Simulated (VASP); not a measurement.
# Sb2Mo (CdI2 type) (P-3m1) in VASP: further runs, part 2 of 2

VASP 6.6.1. Earlier steps stand in the parts before.

## (3) Relaxation of cell and atoms, PBE

This run uses another cell than the first one, of 29.24 Å³/atom, 1.293 times its volume.

INCAR

```
  ALGO = Normal
  EDIFF = 1E-7
  EDIFFG = -0.005
  ENCUT = 600
  GGA = PE
  IBRION = 2
  ISIF = 3
  ISMEAR = -1
  LASPH = T
  LCHARG = F
  LREAL = F
  LWAVE = F
  NELM = 80
  NSW = 100
  PREC = Accurate
  SIGMA = 0.03
```

KPOINTS

```
k-points
0
Gamma
  12 12 7
```

POSCAR

```
Sb2Mo
1.0
    3.9856000568      0.0000000000      0.0000000000
   -1.9928000284      3.4516308985      0.0000000000
    0.0000000000      0.0000000000      6.3769600908
Mo Sb
1 2
Direct
    0.0000000000      0.0000000000      0.0000000000
    0.3333333333      0.6666666667      0.2500000000
    0.6666666667      0.3333333333      0.7500000000
```

Potentials or basis: VASP PAW PBE potentials, release 64 (Mo_sv, Sb).

On the command line:

```
$ cat potpaw_PBE.64/Mo_sv/POTCAR potpaw_PBE.64/Sb/POTCAR > POTCAR
$ mpirun -np 1 vasp_std > vasp.out
```

OUTCAR:

```text
EDIFF = 1E-7
   EDIFFG = -0.005
   ENCUT = 600
   GGA = PE
   IBRION = 2
   ISIF = 3
   ISMEAR = -1
   LASPH = T
   LREAL = F
   NELM = 80
   NSW = 100
   PREC = Accurate

 ion  position               nearest neighbor table
   1  0.000  0.000  0.000-   2 2.80   3 2.80   2 2.80   3 2.80   3 2.80   2 2.80
   2  0.333  0.667  0.250-   1 2.80   1 2.80   1 2.80
   3  0.667  0.333  0.750-   1 2.80   1 2.80   1 2.80

  LATTYP: Found a hexagonal cell.
 ALAT       =     3.9856000568
 C/A-ratio  =     1.6000000000

  Lattice vectors:

 A1 = (   3.9856000568,   0.0000000000,   0.0000000000)
 A2 = (  -1.9928000284,   3.4516308985,   0.0000000000)
 A3 = (   0.0000000000,   0.0000000000,   6.3769600908)

Analysis of symmetry for initial positions (statically):
=====================================================================
 Subroutine PRICEL returns:
 Original cell was already a primitive cell.

 Routine SETGRP: Setting up the symmetry group for a
 hexagonal supercell.

 Subroutine GETGRP returns: Found 12 space group operations
 (whereof 12 operations were pure point group operations)
 out of a pool of 24 trial point group operations.

The static configuration has the point symmetry D_3d.

Analysis of symmetry for dynamics (positions and initial velocities):
=====================================================================
[... 158 lines left out ...]
  free energy    TOTEN  =       -17.69803977 eV

  energy without entropy =      -17.68814010  energy(sigma->0) =      -17.69308993

 E-fermi :   6.1259     XC(G=0):  -9.6816

 val. band max:        6.1253007047   @ k =   0.3333  -0.0000   0.4286
 cond. band min:       6.1259400194   @ k =   0.3333   0.3333   0.4286
 fundamental gap:      0.0006393147
 Fermi energy:         6.1259008312

 k-point     1 :       0.0000    0.0000    0.0000
  band No.  band energies     occupation
      1     -54.8711      2.00000
      2     -28.9895      2.00000
      3     -28.9895      2.00000
      4     -28.8950      2.00000
      5      -4.4460      2.00000
      6      -2.3198      2.00000
[... 551 lines left out ...]
  FREE ENERGIE OF THE ION-ELECTRON SYSTEM (eV)
  ---------------------------------------------------
  free  energy   TOTEN  =       -18.1083147883 eV

  energy  without entropy=      -18.1051048419  energy(sigma->0) =      -18.10670982

[... ionic steps 4 to 16 ...]

--------------------------------------- Ionic step       17  -------------------------------------------

 number of electron      24.0000000 magnetization

------------------------ aborting loop because EDIFF is reached ----------------------------------------
[... 69 lines left out ...]
--------------------------------------- Ionic step       19  -------------------------------------------

 number of electron      24.0000000 magnetization

 Free energy of the ion-electron system (eV)
  ---------------------------------------------------
  ext. energy  EPLUGINS =         0.00000000
  ---------------------------------------------------
  free energy    TOTEN  =       -18.82335698 eV

  energy without entropy =      -18.82022530  energy(sigma->0) =      -18.82179114

 E-fermi :   9.5063     XC(G=0): -11.0260

 val. band max:        9.4835960686   @ k =   0.0000   0.3333   0.1429
 cond. band min:       9.5285634587   @ k =   0.5000   0.0000   0.2857
 fundamental gap:      0.0449673901
 Fermi energy:         9.5062693062

 k-point     1 :       0.0000    0.0000    0.0000
  band No.  band energies     occupation
      1     -51.2993      2.00000
      2     -25.4027      2.00000
      3     -25.3783      2.00000
      4     -25.3783      2.00000
      5      -2.7666      2.00000
      6      -0.2320      2.00000
[... 477 lines left out ...]
  FREE ENERGIE OF THE ION-ELECTRON SYSTEM (eV)
  ---------------------------------------------------
  free  energy   TOTEN  =       -18.8233569781 eV

  energy  without entropy=      -18.8202252958  energy(sigma->0) =      -18.82179114

 reached required accuracy - stopping structural energy minimisation
```

It took 43 min on 1 thread of Oxide Virtual Turin-like, shared host; peak memory 0.36 GiB.

Results:

* Free energy: -18.8234 eV
* Relaxed volume: 22.58 Å³/atom
* Relaxed cell: a = 3.480 Å, b = 3.480 Å, c = 6.460 Å, α = 90.00°, β = 90.00°, γ = 120.00°
* Space group after relaxing (to 0.05 Å): P-3m1 (No. 164)
* Energy gained by relaxing: 375.1 meV/atom
* Ionic steps: 19
* Pressure after relaxing: 0.0 GPa
* Largest force after relaxing: 0.004 eV/Å
* Band gap on the k mesh: zero (band 12 reaches 9.98 eV, above the bottom of band 13 at 9.16 eV)

Forces on the atoms (eV/Å):
```
Mo   0.000  0.000  0.000
Sb   0.000  0.000 -0.004
Sb   0.000  0.000  0.004
```

The path:
```
step  energy change (eV)  largest force (eV/Å)  pressure (GPa)  volume (Å³)
   1              0.0000                0.4341           -6.70        87.73
   2             -0.3956                2.6058            6.20        72.98
   3             -0.4103                2.2625            3.63        74.93
   4             -0.7782                1.9288            4.51        71.39
   5             -0.9531                0.8362            8.20        65.46
   6             -0.9821                1.1520            6.80        66.97
   7             -1.0552                0.2082           -3.47        72.56
   8             -1.0806                0.2074           -0.39        70.58
   9             -1.0852                0.2040           -0.37        70.35
  10             -1.0987                0.1937           -0.27        69.68
  11             -1.1195                0.1327            0.13        68.32
  12             -1.0945                0.1806            2.06        65.56
  13             -1.1236                0.1178            0.55        67.67
  14             -1.1242                0.0755            0.77        67.27
  15             -1.1150                0.3079           -1.80        68.42
  16             -1.1251                0.0165            0.14        67.53
  17             -1.1253                0.0071            0.01        67.69
  18             -1.1253                0.0036           -0.04        67.75
  19             -1.1253                0.0041           -0.03        67.74
```

Final structure:
```
Mo Sb
1.0
     3.47966    0.00000    0.00000
    -1.73983    3.01347    0.00000
     0.00000    0.00000    6.46045
Mo Sb
1 2
Direct
  0.00000 0.00000 0.00000
  0.33333 0.66667 0.29165
  0.66667 0.33333 0.70835
```

Caveat: the volume moved by over 15 % at a fixed basis, so the end points are rough; spin-orbit coupling is left out, which moves the levels of the heavy elements.
